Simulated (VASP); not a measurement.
A run of VASP 6.6.1 is set up as follows.

File INCAR:

```
SYSTEM = C
ALGO = Normal
EDIFF = 1E-6
EDIFFG = -0.04
ENCUT = 600
GGA = PE
IBRION = 2
ISIF = 3
ISMEAR = 0
LASPH = .True.
LCHARG = .False.
LREAL = .False.
LWAVE = .False.
NELM = 80
NSW = 90
PREC = Accurate
SIGMA = 0.1
```

File KPOINTS:

```
k-points
0
Gamma
  12 12 4
  0 0 0
```

File POSCAR:

```
C
1.0
    2.4676411929      0.0000000000      0.0000000000
   -1.2338205965      2.1370399605      0.0000000000
    0.0000000000      0.0000000000      3.7990026552
C
2
Direct
    0.3333333333      0.6666666667      0.5000000000
    0.6666666667      0.3333333333      0.5000000000
```

Potentials or basis: VASP PAW PBE potentials, release 64 (C).

Launch:

```sh
$ cat potpaw_PBE.64/C/POTCAR > POTCAR
$ mpirun -np 1 vasp_std > vasp.out
```

Task: Estimate the band gap on the k mesh.

Result: Zero (bands 4 and 5 overlap by 0.54 eV).

Task: Predict the relaxed cell.

Result: a = 2.466 Å, b = 2.466 Å, c = 3.867 Å, α = 90.00°, β = 90.00°, γ = 120.00°.

Final structure:
```
CELL_PARAMETERS angstrom
2.46556 0.00000 0.00000
-1.23278 2.13524 0.00000
0.00000 0.00000 3.86696
ATOMIC_POSITIONS crystal
C 0.33333 0.66667 0.50000
C 0.66667 0.33333 0.50000
```

Caveat: the k points lie up to 0.41 Å⁻¹ apart in the final cell, too coarse for converged energies and pressures of a metal.
